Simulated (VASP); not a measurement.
# HfN in VASP: a series of runs

The runs below take HfN through single point, with PBE.

Everything below comes from runs of VASP 6.6.1. Logs are shortened: lines on timing, memory, paths and dates and some standing lists are left out, and cuts for length are marked.

## (1) The cell of the first run

The cell holds a wire or tube with vacuum around it, 8 atoms: a = 10.900 Å, b = 12.500 Å, c = 7.877 Å, α = 90.00°, β = 90.00°, γ = 90.00°.

## (2) Single point, PBE

INCAR reads:

```
SYSTEM = HfN
PREC = Accurate ; ENCUT = 520
EDIFF = 1E-6 ; ISMEAR = 0
SIGMA = 0.05 ; LREAL = .False.
LASPH = .True. ; NELM = 100
ALGO = Normal ; ISIF = 2
LWAVE = .False. ; LCHARG = .False.
GGA = PE ; NBANDS = 40
```

KPOINTS reads:

```
Automatic mesh
0
Gamma
  1 1 7
  0 0 0
```

POSCAR reads:

```
HfN
1.0
   10.9000000000      0.0000000000      0.0000000000
    0.0000000000     12.5000000000      0.0000000000
    0.0000000000      0.0000000000      7.8770049045
Hf N
4 4
Direct
    0.5851664156      0.5000000000      0.0000000000
    0.4148335844      0.5000000000      0.3333333333
    0.5000000000      0.6286309514      0.6666666667
    0.5000000000      0.3713690486      0.6666666667
    0.4148335844      0.5000000000      0.8333333333
    0.5851664156      0.5000000000      0.5000000000
    0.5000000000      0.3713690486      0.1666666667
    0.5000000000      0.6286309514      0.1666666667
```

Potentials or basis: VASP PAW PBE potentials, release 64 (Hf_pv, N).

Command:

```sh
$ cat potpaw_PBE.64/Hf_pv/POTCAR potpaw_PBE.64/N/POTCAR > POTCAR
$ mpirun -np 1 vasp_std > vasp.out
```

OUTCAR:

```text
SYSTEM = HfN
   PREC = Accurate
   ENCUT = 520
   EDIFF = 1E-6
   ISMEAR = 0
   LREAL = .False.
   LASPH = .True.
   NELM = 100
   ISIF = 2
   GGA = PE

 ion  position               nearest neighbor table
   1  0.585  0.500  0.000-   5 2.27   7 2.27   8 2.27   2 3.22   4 3.22   3 3.22
   2  0.415  0.500  0.333-   7 2.27   8 2.27   6 2.27   1 3.22   4 3.22   3 3.22
   3  0.500  0.629  0.667-   5 2.27   6 2.27   4 3.22   1 3.22   2 3.22
   4  0.500  0.371  0.667-   5 2.27   6 2.27   3 3.22   1 3.22   2 3.22
   5  0.415  0.500  0.833-   3 2.27   4 2.27   1 2.27
   6  0.585  0.500  0.500-   2 2.27   3 2.27   4 2.27
   7  0.500  0.371  0.167-   2 2.27   1 2.27
   8  0.500  0.629  0.167-   2 2.27   1 2.27

  LATTYP: Found a simple orthorhombic cell.
 ALAT       =     7.8770049045
 B/A-ratio  =     1.3837746875
 C/A-ratio  =     1.5868975774

  Lattice vectors:

 A1 = (   0.0000000000,   0.0000000000,   7.8770049045)
 A2 = (  10.9000000000,   0.0000000000,   0.0000000000)
 A3 = (   0.0000000000,  12.5000000000,   0.0000000000)

Analysis of symmetry for initial positions (statically):
=====================================================================
 Subroutine PRICEL returns:
 Original cell was already a primitive cell.

 Routine SETGRP: Setting up the symmetry group for a
 simple orthorhombic supercell.

 Subroutine GETGRP returns: Found  4 space group operations
 (whereof  2 operations were pure point group operations)
 out of a pool of  8 trial point group operations.

The static configuration has the point symmetry C_1h.
 The point group associated with its full space group is C_2h.

Analysis of symmetry for dynamics (positions and initial velocities):
=====================================================================
 Subroutine PRICEL returns:
 Original cell was already a primitive cell.

 Routine SETGRP: Setting up the symmetry group for a
 simple orthorhombic supercell.

 Subroutine GETGRP returns: Found  4 space group operations
 (whereof  2 operations were pure point group operations)
 out of a pool of  8 trial point group operations.

The dynamic configuration has the point symmetry C_1h.
 The point group associated with its full space group is C_2h.

 Subroutine INISYM returns: Found  4 space group operations
 (whereof  2 operations are pure point group operations),
 and found     1 'primitive' translations

----------------------------------------------------------------------------------------
[... 90 lines left out ...]
   ISIF   =      2    stress and relaxation
   ISYM   =      2    0-nonsym 1-usesym 2-fastsym
   POTIM  = 0.5000    time-step for ionic-motion
   TEBEG  =    0.0;   TEEND  =   0.0 temperature during run
   PSTRESS=    0.0 pullay stress
   NELECT =      60.0000    total number of electrons
   NUPDOWN=      -1.0000    fix difference up-down
   EMIN   =  10.00;   EMAX   =-10.00  energy-range for DOS
   EFERMI =   0.00;   METHOD = LEGACY
   ISMEAR =     0;   SIGMA  =   0.05  broadening in eV -4-tet -1-fermi 0-gaus
   EFERMI_NEDOS =   21; number of points for ismear=-14 and -15
   IALGO  =     38    algorithm
   IMIX   =      4    mixing-type and parameters
     AMIX     =   0.40;   BMIX     =  1.00
     AMIX_MAG =   1.60;   BMIX_MAG =  1.00
  volume/ion in A,a.u.               =     134.16       905.32
  Fermi-wavevector in a.u.,A,eV,Ry     =   0.625978  1.182928  5.331429  0.391849
  Thomas-Fermi vector in A             =   1.687072
   LORBIT       =      0    0 simple, 1 ext, 2 COOP (PROOUT), +10 PAW based schemes
   GGA     = PE    functional components
   LHFCALC =     F    Hartree Fock is set to
   AEXX    =    0.0000 exact exchange contribution
   IVDW    =     0    specifies the selected vdW correction
   LEPSILON=     F    determine dielectric tensor
   LRPA    =     F    only Hartree local field effects (RPA)
 non-spin polarized calculation
 Gauss-broadening in eV      SIGMA  =   0.05
  energy-cutoff  :      520.00
  volume of cell :     1073.24
 maximum number of plane-waves:     28912
 NGX is ok and might be reduce to    84
   NGX = 41   NGY = 47   NGZ = 29

 number of electron      59.9999994 magnetization

 Free energy of the ion-electron system (eV)
  ---------------------------------------------------
  ext. energy  EPLUGINS =         0.00000000
  ---------------------------------------------------
  free energy    TOTEN  =       -64.57567063 eV

  energy without entropy =      -64.57567063  energy(sigma->0) =      -64.57567063

 E-fermi :  -2.4615     XC(G=0):  -2.6082

 val. band max:       -2.6863078018   @ k =   0.0000   0.0000   0.0000
 cond. band min:      -2.2307174418   @ k =   0.0000   0.0000   0.0000
 fundamental gap:      0.4555903600
 Fermi energy:        -2.4615100455

 k-point     1 :       0.0000    0.0000    0.0000
  band No.  band energies     occupation
      1     -35.1017      2.00000
      2     -34.9326      2.00000
      3     -34.9030      2.00000
      4     -34.8986      2.00000
      5     -34.8003      2.00000
      6     -34.7623      2.00000
[... 161 lines left out ...]
     39      -1.0916      0.00000
     40      -0.9136      0.00000

------------------------ aborting loop because EDIFF is reached ----------------------------------------

  FORCE on cell =-STRESS in cart. coord.  units (eV):
  Direction    XX          YY          ZZ          XY          YZ          ZX
  --------------------------------------------------------------------------------------
  -------------------------------------------------------------------------------------
  Total      -17.3319450    -31.8610882    -24.8090395      0.0000000      0.0000000     14.4555680
  in kB      -25.8738024    -47.5634732    -37.0359003      0.0000000      0.0000000     21.5798349
  external PRESSURE =     -36.8243920 kB  Pullay stress =       0.0000000 kB

 VOLUME and BASIS-vectors are now :
 -----------------------------------------------------------------------------
  energy-cutoff  :      520.00
  volume of cell :     1073.24
      direct lattice vectors                 reciprocal lattice vectors
    10.900000000  0.000000000  0.000000000     0.091743119  0.000000000  0.000000000
     0.000000000 12.500000000  0.000000000     0.000000000  0.080000000  0.000000000
     0.000000000  0.000000000  7.877004904     0.000000000  0.000000000  0.126951806

 POSITION                                       TOTAL-FORCE (eV/Angst)
 -----------------------------------------------------------------------------------
      6.37831      6.25000      0.00000        -5.287007      0.000000      4.115151
      4.52169      6.25000      2.62567         5.287007      0.000000     -4.115151
      5.45000      7.85789      5.25134         0.000000     -5.100083      0.000000
      5.45000      4.64211      5.25134         0.000000      5.100083      0.000000
      4.52169      6.25000      6.56417         3.989199      0.000000     -3.657044
      6.37831      6.25000      3.93850        -3.989199      0.000000      3.657044
      5.45000      4.64211      1.31283         0.000000      4.812375      0.000000
      5.45000      7.85789      1.31283         0.000000     -4.812375      0.000000
 -----------------------------------------------------------------------------------
    total drift:                               -0.000000      0.000000     -0.000001

  FREE ENERGIE OF THE ION-ELECTRON SYSTEM (eV)
  ---------------------------------------------------
  free  energy   TOTEN  =       -64.5756706294 eV

  energy  without entropy=      -64.5756706294  energy(sigma->0) =      -64.57567063
```

stdout:

```text
POSCAR found type information on POSCAR HfN
 POSCAR found :  2 types and       8 ions
 scaLAPACK will be used
 LDA part: xc-table for (Slater+PW92), standard interpolation
 POSCAR, INCAR and KPOINTS ok, starting setup
 FFT: planning ... GRIDC
 FFT: planning ... GRID_SOFT
 FFT: planning ... GRID
 WAVECAR not read
 entering main loop
```

Wall time 4.1 min (1 thread of Intel Xeon 6975P-C (Granite Rapids), shared host); peak memory 0.95 GiB.

Results:

```yaml
Free_energy: -64.5757 eV
Largest_force: 6.700 eV/Å
Band_gap_on_the_k_mesh: 0.46 eV
```

Forces in eV/Å, atoms in the order of the input:
```
Hf  -5.287  0.000  4.115
Hf   5.287  0.000 -4.115
Hf   0.000 -5.100  0.000
Hf   0.000  5.100  0.000
N    3.989  0.000 -3.657
N   -3.989  0.000  3.657
N    0.000  4.812  0.000
N    0.000 -4.812  0.000
```

Caveat: spin-orbit coupling is left out, which moves the levels of the heavy elements.

## (3) Single point, PBE

This run uses another cell than the first one.

INCAR reads:

```
SYSTEM = HfN
ALGO = Normal
EDIFF = 1E-6
ENCUT = 520
GGA = PE
ISIF = 2
ISMEAR = 0
LASPH = .TRUE.
LCHARG = .FALSE.
LREAL = .FALSE.
LWAVE = .FALSE.
NBANDS = 40
NELM = 80
PREC = Accurate
SIGMA = 0.05
```

KPOINTS reads:

```
k-points
0
G
  1 1 7
  0 0 0
```

POSCAR reads:

```
HfN
1.0
   10.9000000000      0.0000000000      0.0000000000
    0.0000000000     12.5000000000      0.0000000000
    0.0000000000      0.0000000000      8.2356281798
Hf N
4 4
Direct
    0.5608654585      0.5000000000      0.0143220387
    0.4391345415      0.5000000000      0.3190112946
    0.5000000000      0.6167770784      0.6666666667
    0.5000000000      0.3832229216      0.6666666667
    0.4413051938      0.5000000000      0.8078486689
    0.5586948062      0.5000000000      0.5254846645
    0.5000000000      0.3937021198      0.1666666667
    0.5000000000      0.6062978802      0.1666666667
```

Potentials or basis: VASP PAW PBE potentials, release 64 (Hf_pv, N).

Command:

```sh
$ cat potpaw_PBE.64/Hf_pv/POTCAR potpaw_PBE.64/N/POTCAR > POTCAR
$ mpirun -np 1 vasp_std > vasp.out
```

Wall time 4 min (1 thread of Intel Xeon 6975P-C (Granite Rapids), shared host); peak memory 1 GiB.

It converged, with:

| Property | Result |
| --- | --- |
| Free energy | -71.3924 eV |
| Largest force | 0.152 eV/Å |
| Band gap on the k mesh | 0.51 eV (least direct gap 0.64 eV) |

Forces on the atoms (eV/Å):
```
Hf  -0.104  0.000  0.061
Hf   0.104  0.000 -0.061
Hf   0.000 -0.152  0.000
Hf   0.000  0.152  0.000
N    0.076  0.000 -0.029
N   -0.076  0.000  0.029
N    0.000  0.049  0.000
N    0.000 -0.049  0.000
```

Levels at points of the mesh, in eV from the valence-band top:
```
           k point  band 27  band 28  band 29  band 30  band 31  band 32  band 33  band 34
(0.00, 0.00, 0.00)    -2.13    -1.86    -1.21     0.00     0.64     0.76     0.78     1.13
```

Caveat: spin-orbit coupling is left out, which moves the levels of the heavy elements.
